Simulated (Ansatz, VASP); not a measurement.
**One calculation of Be, two programs**

```
CELL_PARAMETERS angstrom
2.99952 1.73177 2.10317
-2.99952 1.73177 2.10317
0.00000 -3.46354 2.10317
ATOMIC_POSITIONS crystal
Be 0.80747 0.19253 0.50000
Be 0.69567 0.30433 0.00000
Be 0.25400 0.25400 0.25400
Be 0.19253 0.50000 0.80747
Be 0.50000 0.80747 0.19253
Be 0.74600 0.74600 0.74600
Be 0.00000 0.69567 0.30433
Be 0.30433 0.00000 0.69567
```

Change from the starting cell: the structure that the rattled cell fell into.

Alike in both runs: functional PBE; k mesh 9 × 9 × 9; occupations gaussian, width 0.1 eV; no spin polarisation.

Ansatz relaxed the structure, and its values are those at the end. VASP's run is a single point on that final structure, the one shown.

|  | VASP | Ansatz |
| --- | --- | --- |
| version | VASP 6.6.1 | Ansatz 0.2.0 |
| potentials or method | VASP PAW PBE potentials, release 64 (Be), cutoff 520 eV | scalar-relativistic, plane waves, PAW |
| valence electrons in the cell | 16 | 16 |

|  | VASP | Ansatz | Ansatz less VASP |
| --- | --- | --- | --- |
| gap on the k mesh at the Fermi level (eV) | none | none | - |
| pressure (GPa) | 0.2 | 0.0 | -0.15 |

A gap of «none» marks a metal or a gap that the smearing closes. The functional is the same, so the differences come from potentials, cutoffs and numerics.
